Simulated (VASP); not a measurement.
# Na (P6_3/mmc) in VASP: a series of runs, part 2 of 2

VASP 6.6.1. The steps go on from the part before.

## 6. Relaxation of cell and atoms, PBEsol, target pressure 19 GPa, at which the enthalpy is minimised

This run uses another cell than the first one, of 18.48 Å³/atom.

Contents of INCAR:

```
SYSTEM = Na
PREC = Accurate
ENCUT = 500
EDIFF = 1E-7
ISMEAR = -1
SIGMA = 0.1
LREAL = .FALSE.
LASPH = .TRUE.
NELM = 120
ALGO = Normal
ISIF = 3
LWAVE = .FALSE.
LCHARG = .FALSE.
GGA = PS
IBRION = 2
NSW = 60
EDIFFG = -0.005
PSTRESS = 190.0
GGA_COMPAT = .FALSE.
NELMIN = 4
```

Contents of KPOINTS:

```
regular mesh
0
G
  15 15 8
  0 0 0
```

Contents of POSCAR:

```
Na
1.0
    2.9757803834      0.0000000000      0.0000000000
   -1.4878901917      2.5771014081      0.0000000000
    0.0000000000      0.0000000000      4.8207642212
Na
2
Direct
    0.3333333333      0.6666666667      0.2500000000
    0.6666666667      0.3333333333      0.7500000000
```

Potentials or basis: VASP PAW PBE potentials, release 64 (Na_pv).

The run is started by

```
> cat potpaw_PBE.64/Na_pv/POTCAR > POTCAR
> mpirun -np 1 vasp_std > vasp.out
```

Run time: 3.2 min. Hardware: 1 thread of Intel Xeon 8259CL, shared host; peak memory 0.18 GiB.

Results (log left out):

| Item | Value |
| --- | --- |
| Free energy | -1.5801 eV |
| Relaxed volume | 18.42 Å³/atom |
| Relaxed cell | a = 2.966 Å, b = 2.966 Å, c = 4.836 Å, α = 90.00°, β = 90.00°, γ = 120.00° |
| Space group after relaxing (to 0.1 Å) | P6_3/mmc (No. 194) |
| Energy change on relaxing (the run minimises the enthalpy) | +7.2 meV/atom |
| Ionic steps | 7 |
| Pressure after relaxing | 19.0 GPa |
| Band gap on the k mesh | zero (bands 7 and 8 overlap by 6.31 eV) |

Step by step:
```tsv
step	energy change (eV)	largest force (eV/Å)	pressure (GPa)	volume (Å³)
1	0.0000	0.0000	18.78	36.97
2	0.0162	0.0000	19.02	36.83
3	0.0166	0.0000	19.02	36.83
4	0.0163	0.0000	19.02	36.83
5	0.0152	0.0000	19.02	36.84
6	0.0132	0.0000	19.00	36.86
7	0.0145	0.0000	18.97	36.85
```

Final structure:
```xyz
2
Lattice="2.9660 0.0000 0.0000 -1.4830 2.5686 0.0000 0.0000 0.0000 4.8363" Properties=species:S:1:pos:R:3 pbc="T T T"
Na    0.0000    1.7124    1.2091
Na    1.4830    0.8562    3.6273
```

Levels at points of the mesh, in eV from the Fermi level:
| k point | band 5 | band 6 | band 7 | band 8 | band 9 | band 10 |
| --- | --- | --- | --- | --- | --- | --- |
| (0.00, 0.00, 0.00) | -24.76 | -24.76 | -5.15 | 0.68 | 1.71 | 14.38 |
| (0.00, 0.00, 0.50) | -24.78 | -24.78 | -3.46 | -3.46 | 8.19 | 8.19 |

Caveat: the cell is relaxed towards a set pressure, so the run minimises the enthalpy, not the energy; the PAW data sets were made with another functional, which shifts forces and pressure a little.

## 7. Relaxation of cell and atoms, PBEsol, target pressure 19 GPa, at which the enthalpy is minimised

This run uses another cell than the first one: it holds 4 atoms, not 2.

INCAR is that of step 6.

Contents of KPOINTS:

```
regular mesh
0
G
  9 9 6
  0 0 0
```

Contents of POSCAR:

```
Na
1.0
    3.9175970606      0.0000000000      0.0000000000
   -1.9587985303      3.3927385762      0.0000000000
    0.0000000000      0.0000000000      5.5629878260
Na
4
Direct
    0.0000000000      0.0000000000      0.0000000000
    0.0000000000      0.0000000000      0.5000000000
    0.3333333333      0.6666666667      0.2500000000
    0.6666666667      0.3333333333      0.7500000000
```

Potentials or basis: VASP PAW PBE potentials, release 64 (Na_pv).

The run is started by

```
> cat potpaw_PBE.64/Na_pv/POTCAR > POTCAR
> mpirun -np 1 vasp_std > vasp.out
```

OUTCAR:

```text
SYSTEM = Na
   PREC = Accurate
   ENCUT = 500
   EDIFF = 1E-7
   ISMEAR = -1
   LREAL = .FALSE.
   LASPH = .TRUE.
   NELM = 120
   ISIF = 3
   GGA = PS
   IBRION = 2
   NSW = 60
   EDIFFG = -0.005
   PSTRESS = 190.0
   NELMIN = 4

 ion  position               nearest neighbor table
   1  0.000  0.000  0.000-   3 2.66   4 2.66   3 2.66   4 2.66   4 2.66   3 2.66   2 2.78   2 2.78

   2  0.000  0.000  0.500-   3 2.66   4 2.66   3 2.66   4 2.66   4 2.66   3 2.66   1 2.78   1 2.78

   3  0.333  0.667  0.250-   1 2.66   2 2.66   1 2.66   2 2.66   1 2.66   2 2.66
   4  0.667  0.333  0.750-   1 2.66   2 2.66   1 2.66   2 2.66   1 2.66   2 2.66

  LATTYP: Found a hexagonal cell.
 ALAT       =     3.9175970606
 C/A-ratio  =     1.4200000000

  Lattice vectors:

 A1 = (   3.9175970606,   0.0000000000,   0.0000000000)
 A2 = (  -1.9587985303,   3.3927385762,   0.0000000000)
 A3 = (   0.0000000000,   0.0000000000,   5.5629878260)
[... 312 lines left out ...]
      4     -21.0342      2.00000
      5     -21.0342      2.00000
      6     -21.0107      2.00000
[... 493 lines left out ...]
     17       6.8550      0.00000
     18       7.0713      0.00000

 [... further k-points ...]

[... ionic steps 4 to 20 ...]

--------------------------------------- Ionic step       21  -------------------------------------------

 number of electron      28.0000164 magnetization

------------------------ aborting loop because EDIFF is reached ----------------------------------------
[... 75 lines left out ...]
--------------------------------------- Ionic step       23  -------------------------------------------

 number of electron      28.0000159 magnetization

 Free energy of the ion-electron system (eV)
  ---------------------------------------------------
  ext. energy  EPLUGINS =         0.00000000
  ---------------------------------------------------
  free energy    TOTEN  =        -2.70818305 eV

  energy without entropy =       -2.65858102  energy(sigma->0) =       -2.68338204

 E-fermi :   3.4746     XC(G=0):  -8.7919

 val. band max:        3.3990958631   @ k =   0.4444   0.1111   0.1667
 cond. band min:       3.4945055874   @ k =   0.3333   0.2222   0.5000
 fundamental gap:      0.0954097243
 Fermi energy:         3.4746005569

 k-point     1 :       0.0000    0.0000    0.0000
  band No.  band energies     occupation
      1     -21.8037      2.00000
      2     -21.5908      2.00000
      3     -21.5845      2.00000
      4     -21.4811      2.00000
      5     -21.4811      2.00000
      6     -21.4356      2.00000
[... 530 lines left out ...]
  energy  without entropy=       -2.6585810157  energy(sigma->0) =       -2.68338204

  enthalpy is  TOTEN    =         5.8415189484 eV   P V=        8.5497020028

 reached required accuracy - stopping structural energy minimisation
```

Wall time 19 min (1 thread of Intel Xeon 8259CL, shared host); peak memory 0.21 GiB.

What came out:

```yaml
Free_energy: -2.7082 eV
Relaxed_volume: 18.02 Å³/atom
Relaxed_cell: a = 3.124 Å, b = 3.124 Å, c = 8.532 Å, α = 90.00°, β = 90.00°, γ = 120.00°
Space_group_after_relaxing_to_0.1_Å: P6_3/mmc (No. 194)
Energy_change_on_relaxing_the_run_minimises_the_enthalpy: -158.6 meV/atom
Ionic_steps: 23
Pressure_after_relaxing: 19.0 GPa
Band_gap_on_the_k_mesh: zero (bands 14 and 15 overlap by 4.27 eV)
```

Step by step:
```tsv
step	energy change (eV)	largest force (eV/Å)	pressure (GPa)	volume (Å³)
1	0.0000	0.0000	19.76	73.94
2	-0.1350	0.0000	18.94	74.87
3	-0.5028	0.0000	16.72	77.58
4	-1.0959	0.0000	13.28	82.66
5	-0.7550	0.0000	15.23	79.62
6	-0.7635	0.0000	15.20	79.62
7	-0.7871	0.0000	15.15	79.61
8	-0.8297	0.0000	15.11	79.48
9	-0.9081	0.0000	15.32	78.89
10	-0.9493	0.0000	16.68	76.46
11	0.2226	0.0000	19.66	67.42
12	-0.8694	0.0000	17.72	74.64
13	-0.5349	0.0000	19.08	71.36
14	-0.7029	0.0000	18.61	72.69
15	-0.6691	0.0000	18.71	72.39
16	-0.6361	0.0000	18.81	72.12
17	-0.6124	0.0000	19.12	71.91
18	-0.6093	0.0000	19.15	71.89
19	-0.6212	0.0000	19.08	71.98
20	-0.6271	0.0000	19.06	72.03
21	-0.6294	0.0000	19.03	72.05
22	-0.6289	0.0000	19.05	72.05
23	-0.6343	0.0000	18.99	72.10
```

Final structure:
```yaml
crystal:
  lattice:
    - [3.12366, 0.00000, 0.00000]
    - [-1.56183, 2.70517, 0.00000]
    - [0.00000, 0.00000, 8.53200]
  atoms:
    - { symbol: Na, position: [0.00000, 0.00000, 0.00000] }
    - { symbol: Na, position: [0.00000, 0.00000, 0.50000] }
    - { symbol: Na, position: [0.33333, 0.66667, 0.25000] }
    - { symbol: Na, position: [0.66667, 0.33333, 0.75000] }
```

Caveat: the cell is relaxed towards a set pressure, so the run minimises the enthalpy, not the energy; a cell axis changed by over 15 % at a fixed basis, so the end point is rough; the PAW data sets were made with another functional, which shifts forces and pressure a little.

## 8. Summary

```csv
task,cell,k mesh,gap on the mesh (eV),pressure (GPa)
single point,"a = 2.965, b = 2.965, c = 4.835 Å, angles 90.0, 90.0, 120.0°, 2 atoms, atomic positions A",15 × 15 × 8,none,19.1
single point,"a = 2.965, b = 2.965, c = 4.834 Å, angles 90.0, 90.0, 120.0°, 2 atoms, atomic positions A",15 × 15 × 8,none,19.1
single point,"a = 2.948, b = 2.948, c = 9.779 Å, angles 90.0, 90.0, 120.0°, 4 atoms, atomic positions B",9 × 9 × 6,none,19.0
relaxation of cell and atoms,"relaxed to 19 GPa from a = 2.965, b = 2.965, c = 4.835 Å, angles 90.0, 90.0, 120.0°, 2 atoms, atomic positions A",15 × 15 × 8,none,19.0
relaxation of cell and atoms,"relaxed to 19 GPa from a = 2.976, b = 2.976, c = 4.821 Å, angles 90.0, 90.0, 120.0°, 2 atoms, atomic positions A",15 × 15 × 8,none,19.0
relaxation of cell and atoms,"relaxed to 19 GPa from a = 3.918, b = 3.918, c = 5.563 Å, angles 90.0, 90.0, 120.0°, 4 atoms, atomic positions B",9 × 9 × 6,none,19.0
```

Alike in all rows: level PBEsol; potentials or basis VASP PAW PBE potentials, release 64 (Na_pv); no spin polarisation; cutoff (eV) 500; smearing fermi-dirac 0.1 eV.

Caveats: the PAW data sets were made with another functional, which shifts forces and pressure a little; the cell stands under pressure (at least some runs); the cell is relaxed towards a set pressure, so the run minimises the enthalpy, not the energy (at least some runs); the relaxation stopped at its first step, so nothing moved (at least some runs); a cell axis changed by over 15 % at a fixed basis, so the end point is rough (at least some runs).

Absolute energies hang on the potentials; compare differences alone.
